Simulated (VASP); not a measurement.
A run of VASP 6.6.1:

POSCAR

```
Ru
1.0
    0.0000000000      1.9150000000      2.0682000000
    1.9150000000      0.0000000000      2.0682000000
    1.9150000000      1.9150000000      0.0000000000
Ru
1
Direct
    0.0000000000      0.0000000000      0.0000000000
```

File INCAR.step1:

```
SYSTEM = Ru
ALGO = Normal
EDIFF = 1E-4
ENCUT = 520
GGA = PE
ISMEAR = 0
LASPH = .True.
LCHARG = .False.
LREAL = .False.
LWAVE = .True.
NBANDS = 13
NELM = 100
PREC = Accurate
SIGMA = 0.15
```

The input INCAR.step2:

```
SYSTEM = Ru
ALGO = Normal
EDIFF = 1E-7
ENCUT = 520
ISIF = 2
ISMEAR = 0
ISTART = 1
LASPH = .True.
LCHARG = .False.
LMIXTAU = .True.
LREAL = .False.
LWAVE = .False.
METAGGA = R2SCAN
NBANDS = 13
NELM = 100
PREC = Accurate
SIGMA = 0.15
```

Contents of KPOINTS:

```
k-points
0
Gamma
  22 22 22
  0 0 0
```

Potentials or basis: VASP PAW PBE potentials, release 64 (Ru_pv).

Run with:

```bash
$ cat potpaw_PBE.64/Ru_pv/POTCAR > POTCAR
$ cp INCAR.step1 INCAR
$ mpirun -np 1 vasp_std > vasp.out
$ cp INCAR.step2 INCAR
$ mpirun -np 1 vasp_std > vasp.out
```

Hardware: 1 thread of Intel(R) Xeon(R) Platinum 8488C (Sapphire Rapids), on a shared host.

**Question.** How long does it take, and how much memory?

**Answer.** Wall time 2.9 min on 1 thread of Intel(R) Xeon(R) Platinum 8488C (Sapphire Rapids), with other jobs on the host, peak memory 0.26 GiB. Counts: k points 834.
